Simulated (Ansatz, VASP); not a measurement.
**MgS: VASP beside Ansatz**

```
Mg S
1.0
     0.00000    2.59096    2.59096
     2.59096    0.00000    2.59096
     2.59096    2.59096    0.00000
Mg S
1 1
Direct
  0.00000 0.00000 0.00000
  0.50000 0.50000 0.50000
```

Alike in both runs: functional PBEsol; k mesh 12 × 12 × 12; occupations fermi-dirac, width 0.05 eV; no spin polarisation.

Ansatz relaxed the structure, and its values are those at the end. VASP's run is a single point on that final structure, the one shown.

|  | VASP | Ansatz |
| --- | --- | --- |
| version | VASP 6.6.1 | Ansatz 0.2.0 |
| potentials or method | VASP PAW PBE potentials, release 64 (Mg, S) | PAW with Ansatz's default frozen-core files, scalar-relativistic |
| plane-wave cutoff (eV) | 520 | 420 |
| valence electrons in the cell | 8 | 16 |

```tsv
	VASP	Ansatz	Ansatz less VASP
pressure (GPa)	-0.2	0.0	+0.22
```

VASP's potentials were made for PBE, not for PBEsol. With one functional, cell and mesh, what is left measures potentials, basis and numerics. VASP's potentials hold 8 valence electrons a cell and Ansatz's 16, so a difference there can come from the potentials and not from the codes.
